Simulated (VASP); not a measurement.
# Pt (Fm-3m) in VASP: further runs

Runs on Pt. Level: LDA. Tasks: single point.

Everything below comes from runs of VASP 6.6.1. Logs are shortened: lines on timing, memory, paths and dates and some standing lists are left out, and cuts for length are marked.

### 1 The cell of the first run

The structure is cubic, space group Fm-3m (No. 225). Conventional cell: a = 3.895 Å, b = 3.895 Å, c = 3.895 Å, α = 90.00°, β = 90.00°, γ = 90.00°. Pt (site symmetry m-3m) has 12 Pt at 2.75 Å within 3.6 Å.

### 2 Single point, LDA

Contents of INCAR:

```
ALGO = Normal
EDIFF = 1E-6
ENCUT = 520
ISIF = 2
ISMEAR = -1
LASPH = True
LCHARG = False
LREAL = False
LWAVE = False
NBANDS = 11
NELM = 80
PREC = Accurate
SIGMA = 0.1
```

Contents of KPOINTS:

```
k-points
0
Gamma
  14 14 14
```

Contents of POSCAR:

```
Pt
1.0
    0.0000000000      1.9474302061      1.9474302061
    1.9474302061      0.0000000000      1.9474302061
    1.9474302061      1.9474302061      0.0000000000
Pt
1
Direct
    0.0000000000      0.0000000000      0.0000000000
```

Potentials or basis: VASP PAW LDA potentials, release 64 (Pt).

Run with:

```sh
cat potpaw_LDA.64/Pt/POTCAR > POTCAR
mpirun -np 1 vasp_std > vasp.out
```

OUTCAR:

```text
EDIFF = 1E-6
   ENCUT = 520
   ISIF = 2
   ISMEAR = -1
   LASPH = True
   LREAL = False
   NELM = 80
   PREC = Accurate

 ion  position               nearest neighbor table
   1  0.000  0.000  0.000-

  LATTYP: Found a face centered cubic cell.
 ALAT       =     3.8948604122

  Lattice vectors:

 A1 = (   0.0000000000,   1.9474302061,   1.9474302061)
 A2 = (   1.9474302061,   0.0000000000,   1.9474302061)
 A3 = (   1.9474302061,   1.9474302061,   0.0000000000)

Analysis of symmetry for initial positions (statically):
=====================================================================
 Subroutine PRICEL returns:
 Original cell was already a primitive cell.

 Routine SETGRP: Setting up the symmetry group for a
 face centered cubic supercell.

 Subroutine GETGRP returns: Found 48 space group operations
 (whereof 48 operations were pure point group operations)
 out of a pool of 48 trial point group operations.

The static configuration has the point symmetry O_h .

Analysis of symmetry for dynamics (positions and initial velocities):
=====================================================================
 Subroutine PRICEL returns:
 Original cell was already a primitive cell.

 Routine SETGRP: Setting up the symmetry group for a
 face centered cubic supercell.

 Subroutine GETGRP returns: Found 48 space group operations
 (whereof 48 operations were pure point group operations)
 out of a pool of 48 trial point group operations.

The dynamic configuration has the point symmetry O_h .

 Subroutine INISYM returns: Found 48 space group operations
 (whereof 48 operations are pure point group operations),
 and found     1 'primitive' translations

----------------------------------------------------------------------------------------

                                     Primitive cell

  volume of cell :      14.7712

  direct lattice vectors                    reciprocal lattice vectors
     0.000000000  1.947430206  1.947430206    -0.256748611  0.256748611  0.256748611
     1.947430206  0.000000000  1.947430206     0.256748611 -0.256748611  0.256748611
     1.947430206  1.947430206  0.000000000     0.256748611  0.256748611 -0.256748611

  length of vectors
     2.754082209  2.754082209  2.754082209     0.444701639  0.444701639  0.444701639

  position of ions in fractional coordinates (direct lattice)
     0.000000000  0.000000000  0.000000000

  ion indices of the primitive-cell ions
   primitive index   ion index
                 1           1

----------------------------------------------------------------------------------------

 KPOINTS: k-points

Automatic generation of k-mesh.
 Grid dimensions read from file:
 generate k-points for:   14   14   14

 Generating k-lattice:

  Cartesian coordinates                     Fractional coordinates (reciprocal lattice)
    -0.018339186  0.018339186  0.018339186     0.071428571  0.000000000  0.000000000
     0.018339186 -0.018339186  0.018339186     0.000000000  0.071428571  0.000000000
     0.018339186  0.018339186 -0.018339186     0.000000000  0.000000000  0.071428571

  Length of vectors
     0.031764403  0.031764403  0.031764403

  Shift w.r.t. Gamma in fractional coordinates (k-lattice)
     0.000000000  0.000000000  0.000000000

 Subroutine IBZKPT returns following result:
 ===========================================

 Found    104 irreducible k-points:

 Following reciprocal coordinates:
            Coordinates               Weight
  0.000000  0.000000  0.000000      1.000000
  0.071429  0.000000  0.000000      8.000000
  0.142857  0.000000  0.000000      8.000000
  0.214286  0.000000  0.000000      8.000000
  0.285714  0.000000  0.000000      8.000000
  0.357143  0.000000  0.000000      8.000000
[... 16 lines left out ...]
  0.214286  0.142857  0.000000     24.000000
  0.285714  0.142857  0.000000     24.000000
 [... further k-points ...]
   k-points           NKPTS =    104   k-points in BZ     NKDIM =    104   number of bands    NBANDS=     11
   number of dos      NEDOS =    301   number of ions     NIONS =      1
   total plane-waves  NPLWV =   8000
   dimension x,y,z NGX =    20 NGY =   20 NGZ =   20
   dimension x,y,z NGXF=    40 NGYF=   40 NGZF=   40
   ions per type =               1
   NGX,Y,Z   is equivalent  to a cutoff of  12.07, 12.07, 12.07 a.u.
   NGXF,Y,Z  is equivalent  to a cutoff of  24.15, 24.15, 24.15 a.u.
 SYSTEM =  unknown system
   PREC   = accura    normal or accurate (medium, high low for compatibility)
   ISTART =      0    job   : 0-new  1-cont  2-samecut
   ICHARG =      2    charge: 1-file 2-atom 10-const
   ISPIN  =      1    spin polarized calculation?
   LNONCOLLINEAR =      F non collinear calculations
   LSORBIT =      F    spin-orbit coupling
   LASPH  =      T    aspherical Exc in radial PAW
   ENCUT  =  520.0 eV  38.22 Ry    6.18 a.u.   5.12  5.12  5.12*2*pi/ulx,y,z
   NELM   =     80;   NELMIN=  2; NELMDL= -5     # of ELM steps
   EDIFF  = 0.1E-05   stopping-criterion for ELM
   LREAL  =      F    real-space projection
   EDIFFG = 0.1E-04   stopping-criterion for IOM
   NSW    =      0    number of steps for IOM
   IBRION =     -1    ionic relax: 0-MD 1-quasi-New 2-CG
   NFREE  =      0    steps in history (QN), initial steepest desc. (CG)
   ISIF   =      2    stress and relaxation
   ISYM   =      2    0-nonsym 1-usesym 2-fastsym
   POTIM  = 0.5000    time-step for ionic-motion
   TEBEG  =    0.0;   TEEND  =   0.0 temperature during run
   PSTRESS=    0.0 pullay stress
   NELECT =      10.0000    total number of electrons
   NUPDOWN=      -1.0000    fix difference up-down
   EMIN   =  10.00;   EMAX   =-10.00  energy-range for DOS
   EFERMI =   0.00;   METHOD = LEGACY
   ISMEAR =    -1;   SIGMA  =   0.10  broadening in eV -4-tet -1-fermi 0-gaus
   EFERMI_NEDOS =   21; number of points for ismear=-14 and -15
   IALGO  =     38    algorithm
   IMIX   =      4    mixing-type and parameters
     AMIX     =   0.40;   BMIX     =  1.00
     AMIX_MAG =   1.60;   BMIX_MAG =  1.00
  volume/ion in A,a.u.               =      14.77        99.68
  Fermi-wavevector in a.u.,A,eV,Ry     =   1.437484  2.716450 28.114526  2.066359
  Thomas-Fermi vector in A             =   2.556556
   LORBIT       =      0    0 simple, 1 ext, 2 COOP (PROOUT), +10 PAW based schemes
   GGA     = CA    functional components
   LHFCALC =     F    Hartree Fock is set to
   AEXX    =    0.0000 exact exchange contribution
   IVDW    =     0    specifies the selected vdW correction
   LEPSILON=     F    determine dielectric tensor
   LRPA    =     F    only Hartree local field effects (RPA)
 non-spin polarized calculation
  energy-cutoff  :      520.00
  volume of cell :       14.77
 maximum number of plane-waves:       411
   NGX = 11   NGY = 11   NGZ = 11

 number of electron      10.0000000 magnetization

 Free energy of the ion-electron system (eV)
  ---------------------------------------------------
  ext. energy  EPLUGINS =         0.00000000
  ---------------------------------------------------
  free energy    TOTEN  =        -7.53925901 eV

  energy without entropy =       -7.48882553  energy(sigma->0) =       -7.51404227

 E-fermi :  11.5538     XC(G=0): -13.8078

 val. band max:       11.5251037674   @ k =   0.5000   0.3571   0.0714
 cond. band min:      11.5596126847   @ k =   0.4286   0.1429   0.0000
 fundamental gap:      0.0345089174
 Fermi energy:        11.5538222131

 k-point     1 :       0.0000    0.0000    0.0000
  band No.  band energies     occupation
      1       1.0675      2.00000
      2       7.6010      2.00000
      3       7.6010      2.00000
      4       7.6010      2.00000
      5       9.8702      2.00000
      6       9.8702      2.00000
      7      26.1074      0.00000
      8      31.1478      0.00000
      9      31.1478      0.00000
     10      31.1478      0.00000
     11      36.6766      0.00000

 k-point     2 :       0.0714    0.0000    0.0000
  band No.  band energies     occupation
      1       1.2768      2.00000
      2       7.5068      2.00000
      3       7.6847      2.00000
      4       7.6847      2.00000
      5       9.8230      2.00000
      6       9.8230      2.00000
      7      26.4389      0.00000
      8      30.1326      0.00000
      9      31.4764      0.00000
     10      31.4764      0.00000
     11      37.7980      0.00000

 k-point     3 :       0.1429    0.0000    0.0000
  band No.  band energies     occupation
      1       1.8709      2.00000
      2       7.2930      2.00000
      3       7.8799      2.00000
      4       7.8799      2.00000
      5       9.7519      2.00000
      6       9.7519      2.00000
      7      27.2770      0.00000
      8      28.2098      0.00000
      9      32.4134      0.00000
     10      32.4134      0.00000
     11      37.5511      0.00000

 k-point     4 :       0.2143    0.0000    0.0000
  band No.  band energies     occupation
      1       2.7176      2.00000
      2       7.1656      2.00000
      3       8.0087      2.00000
      4       8.0087      2.00000
      5       9.8622      2.00000
      6       9.8622      2.00000
      7      26.0904      0.00000
      8      27.9984      0.00000
      9      33.7772      0.00000
     10      33.7772      0.00000
     11      35.4849      0.00000

 k-point     5 :       0.2857    0.0000    0.0000
  band No.  band energies     occupation
      1       3.5048      2.00000
      2       7.4888      2.00000
      3       7.9320      2.00000
      4       7.9320      2.00000
      5      10.2958      1.99999
      6      10.2958      1.99999
      7      23.7390      0.00000
      8      27.6153      0.00000
      9      34.2565      0.00000
     10      34.2565      0.00000
     11      35.5646      0.00000

 k-point     6 :       0.3571    0.0000    0.0000
  band No.  band energies     occupation
      1       3.8916      2.00000
      2       7.7519      2.00000
      3       7.7519      2.00000
      4       8.5762      2.00000
      5      10.8947      1.99726
      6      10.8947      1.99726
      7      21.1372      0.00000
      8      26.6271      0.00000
      9      32.4788      0.00000
     10      32.4788      0.00000
     11      37.5438      0.00000

 k-point     7 :       0.4286    0.0000    0.0000
  band No.  band energies     occupation
      1       3.9680      2.00000
      2       7.6013      2.00000
      3       7.6013      2.00000
      4      10.1076      2.00000
      5      11.4017      1.64145
      6      11.4017      1.64145
      7      18.7115      0.00000
      8      25.9207      0.00000
      9      31.0862      0.00000
     10      31.0862      0.00000
     11      39.6675      0.00000

 k-point     8 :       0.5000    0.0000    0.0000
  band No.  band energies     occupation
      1       3.9674      2.00000
      2       7.5451      2.00000
      3       7.5451      2.00000
      4      10.9820      1.99345
      5      11.6010      0.76846
      6      11.6010      0.76846
      7      17.5409      0.00000
      8      25.6812      0.00000
      9      30.5839      0.00000
     10      30.5839      0.00000
     11      40.3728      0.00000
[... 141 lines left out ...]
 k-point    19 :      -0.2143    0.0714    0.0000
  band No.  band energies     occupation
      1       3.1847      2.00000
      2       7.0293      2.00000
      3       8.0141      2.00000
      4       8.1375      2.00000
      5       9.5435      2.00000
      6      10.4716      1.99996
      7      25.4637      0.00000
      8      28.2233      0.00000
      9      32.3446      0.00000
     10      33.7321      0.00000
     11      35.5969      0.00000

 k-point    20 :      -0.1429    0.0714    0.0000
  band No.  band energies     occupation
      1       2.3106      2.00000
      2       7.0984      2.00000
      3       8.0226      2.00000
      4       8.0358      2.00000
      5       9.4238      2.00000
      6      10.0684      2.00000
      7      27.5590      0.00000
      8      27.8303      0.00000
      9      31.6559      0.00000
     10      33.7672      0.00000
     11      35.7118      0.00000

 k-point    21 :      -0.0714    0.0714    0.0000
  band No.  band energies     occupation
      1       1.6166      2.00000
      2       7.3359      2.00000
      3       7.8027      2.00000
      4       7.8533      2.00000
      5       9.6117      2.00000
      6       9.9152      2.00000
      7      26.9524      0.00000
      8      29.2392      0.00000
      9      31.2603      0.00000
     10      32.3479      0.00000
     11      38.3189      0.00000

 k-point    22 :       0.1429    0.1429    0.0000
  band No.  band energies     occupation
      1       2.1470      2.00000
      2       6.9219      2.00000
      3       8.1822      2.00000
      4       8.1822      2.00000
      5       9.1197      2.00000
      6      10.1608      2.00000
      7      27.8067      0.00000
      8      29.5614      0.00000
      9      31.0955      0.00000
     10      31.0955      0.00000
     11      39.0804      0.00000

 k-point    23 :       0.2143    0.1429    0.0000
  band No.  band energies     occupation
      1       2.8084      2.00000
      2       6.6382      2.00000
      3       8.3094      2.00000
      4       8.4545      2.00000
      5       9.0593      2.00000
      6      10.3288      1.99999
      7      28.1602      0.00000
      8      28.7020      0.00000
      9      30.9199      0.00000
     10      31.6045      0.00000
     11      36.5807      0.00000

 k-point    24 :       0.2857    0.1429    0.0000
  band No.  band energies     occupation
      1       3.6462      2.00000
      2       6.4969      2.00000
      3       7.9673      2.00000
      4       8.5656      2.00000
      5       9.7376      2.00000
      6      10.6656      1.99972
      7      25.9130      0.00000
      8      28.9587      0.00000
      9      30.6304      0.00000
     10      31.9397      0.00000
     11      36.0752      0.00000

 [... further k-points ...]
[... 5 lines left out ...]
  --------------------------------------------------------------------------------------
  -------------------------------------------------------------------------------------
  Total        0.0726199      0.0726199      0.0726199     -0.0000000      0.0000000      0.0000000
  in kB        7.8768170      7.8768170      7.8768170     -0.0000000      0.0000000      0.0000000
  external PRESSURE =       7.8768170 kB  Pullay stress =       0.0000000 kB

 VOLUME and BASIS-vectors are now :
 -----------------------------------------------------------------------------
  energy-cutoff  :      520.00
  volume of cell :       14.77
      direct lattice vectors                 reciprocal lattice vectors
     0.000000000  1.947430206  1.947430206    -0.256748611  0.256748611  0.256748611
     1.947430206  0.000000000  1.947430206     0.256748611 -0.256748611  0.256748611
     1.947430206  1.947430206  0.000000000     0.256748611  0.256748611 -0.256748611

 POSITION                                       TOTAL-FORCE (eV/Angst)
 -----------------------------------------------------------------------------------
      0.00000      0.00000      0.00000        -0.000000      0.000000     -0.000000
 -----------------------------------------------------------------------------------
    total drift:                                0.000000      0.000000      0.000000

  FREE ENERGIE OF THE ION-ELECTRON SYSTEM (eV)
  ---------------------------------------------------
  free  energy   TOTEN  =        -7.5392590139 eV

  energy  without entropy=       -7.4888255317  energy(sigma->0) =       -7.51404227
```

Wall time 9.3 s (1 thread of Intel Xeon Platinum 8559C (Emerald Rapids), shared host); peak memory 0.12 GiB.

Results:

| Property | Result |
| --- | --- |
| Free energy | -7.5393 eV |
| Pressure | 0.8 GPa |
| Band gap on the k mesh | zero (band 5 reaches 12.07 eV, above the bottom of band 6 at 9.75 eV) |

Caveat: spin-orbit coupling is left out, which moves the levels of the heavy elements.

(Part 1 of 2 ends here.)
